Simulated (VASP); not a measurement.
Runs of VASP 6.6.1 on Au. The structure is that of space group Fm-3m (No. 225), or close to it. The cells are those of the table. 

```tsv
cell	gap on the mesh (eV)	pressure (GPa)
a = 2.720, b = 2.720, c = 2.777 Å, angles 59.3, 59.3, 61.4°, 1 atom	none	55.1
a = 3.008 Å, angles 60.0°, 1 atom	none	-8.0
a = 2.661 Å, angles 60.0°, 1 atom	none	98.4
a = 3.067, b = 3.067, c = 3.124 Å, angles 59.4, 59.4, 61.2°, 1 atom	none	-13.1
a = 2.779, b = 2.779, c = 2.661 Å, angles 61.4, 61.4, 57.2°, 1 atom	none	(a)
a = 2.720, b = 2.720, c = 2.661 Å, angles 60.7, 60.7, 58.6°, 1 atom	none	74.8
a = 2.777 Å, angles 60.0°, 1 atom	none	39.0
a = 3.067, b = 3.067, c = 3.008 Å, angles 60.6, 60.6, 58.7°, 1 atom	none	(b)
```

Alike in all rows: task single point; level PBE; potentials or basis VASP PAW PBE potentials, release 64 (Au); no spin polarisation; k mesh 20 × 20 × 20; cutoff (eV) 520; smearing gaussian 0.15 eV.

Task: Estimate the missing entries.

Result: (a) 56.4; (b) -10.9.

Caveats: spin-orbit coupling is left out, which moves the levels of the heavy elements; the cell stands under pressure (at least some runs); the cell stands under tension (at least some runs).

A k mesh can miss the band edges, and the runs leave out spin-orbit coupling on Au.

A gap of «none» marks levels without a gap at the run's occupations.
